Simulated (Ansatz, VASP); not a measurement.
One calculation of ScGaTe3, two programs

```
Sc Ga Te
1.0
     3.38558    1.95467    3.38274
    -3.38558    1.95467    3.38274
     0.00000   -3.90933    3.38274
Sc Ga Te
1 1 3
Direct
  0.00000 0.00000 0.00000
  0.50000 0.50000 0.50000
  0.00000 0.00000 0.50000
  0.50000 0.00000 0.00000
  0.00000 0.50000 0.00000
```

Alike in both runs: task relaxation of cell and atoms; functional PBE; k mesh 3 × 3 × 3; occupations gaussian, width 0.1 eV; no spin polarisation.

```csv
,VASP,Ansatz
version,VASP 6.6.1,Ansatz 0.2.0
potentials or method,"VASP PAW PBE potentials, release 64 (Sc_sv, Ga_d, Te), cutoff 600 eV","scalar-relativistic, plane waves, PAW"
valence electrons in the cell,42,72
```

```csv
,VASP,Ansatz,Ansatz less VASP
"gap on the k mesh at the Fermi level, each at its own relaxed structure (eV)",none,none,-
relaxed volume (Å³/atom),33.97,33.97,0.000
relaxed cell length with the largest relative difference (Å),5.679,5.676,-0.0034
```

A gap of «none» marks a metal or a gap that the smearing closes. VASP's potentials hold 42 valence electrons a cell and Ansatz's 72, so a difference there can come from the potentials and not from the codes.

The k mesh is coarse, so the values compare programs but aren't converged. Spin-orbit coupling is off throughout. Noted on VASP's run: the volume moved by over 15 % at a fixed basis, so the end points are rough.
